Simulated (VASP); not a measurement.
A run of VASP 6.6.1 is set up as follows.

Contents of INCAR:

```
SYSTEM = Ga
PREC = Accurate
ENCUT = 520
EDIFF = 1E-6
ISMEAR = 0
SIGMA = 0.15
LREAL = .FALSE.
LASPH = .TRUE.
NELM = 100
ALGO = Fast
ISIF = 2
LWAVE = .FALSE.
LCHARG = .TRUE.
LELF = .TRUE.
LVHAR = .TRUE.
NBANDS = 12
```

File KPOINTS:

```
regular mesh
0
G
  26 26 26
  0 0 0
```

File POSCAR:

```
Ga
1.0
   -1.4435699467      1.4435699467      2.1084757965
    1.4435699467     -1.4435699467      2.1084757965
    1.4435699467      1.4435699467     -2.1084757965
Ga
1
Direct
    0.0000000000      0.0000000000      0.0000000000
```

Potentials or basis: VASP PAW LDA potentials, release 64 (Ga_d).

Command:

```sh
$ cat potpaw_LDA.64/Ga_d/POTCAR > POTCAR
$ mpirun -np 1 vasp_std > vasp.out
```

(1) What does it give for the band gap on the k mesh?

(2) Estimate the pressure.

Results:

(1) zero (an odd number of electrons rules out a gap without spin polarisation).

(2) -1.4 GPa.
